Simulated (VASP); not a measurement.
A run of VASP 6.6.1 is set up as follows.

The input INCAR:

```
SYSTEM = Na
PREC = Accurate ; ENCUT = 520
EDIFF = 1E-6 ; ISMEAR = 0
SIGMA = 0.1 ; LREAL = .False.
LASPH = .True. ; NELM = 100
ALGO = Fast ; ISIF = 2
LWAVE = .False. ; LCHARG = .False.
GGA = PE ; NBANDS = 14
```

Contents of KPOINTS:

```
regular mesh
0
Gamma
  12 12 16
  0 0 0
```

POSCAR

```
Na
1.0
    5.8651306595      0.0000000000      0.0000000000
   -2.9325653297      5.0793521476      0.0000000000
    0.0000000000      0.0000000000      3.4212578476
Na
2
Direct
    0.3333333333      0.6666666667      0.5000000000
    0.6666666667      0.3333333333      0.5000000000
```

Potentials or basis: VASP PAW PBE potentials, release 64 (Na_pv).

Command:

```sh
$ cat potpaw_PBE.64/Na_pv/POTCAR > POTCAR
$ mpirun -np 1 vasp_std > vasp.out
```

Question: Estimate the band gap on the k mesh.

Answer: Zero (band 7 reaches 1.41 eV, above the bottom of band 8 at -1.50 eV).

Question: Predict the pressure.

Answer: 0.0 GPa.
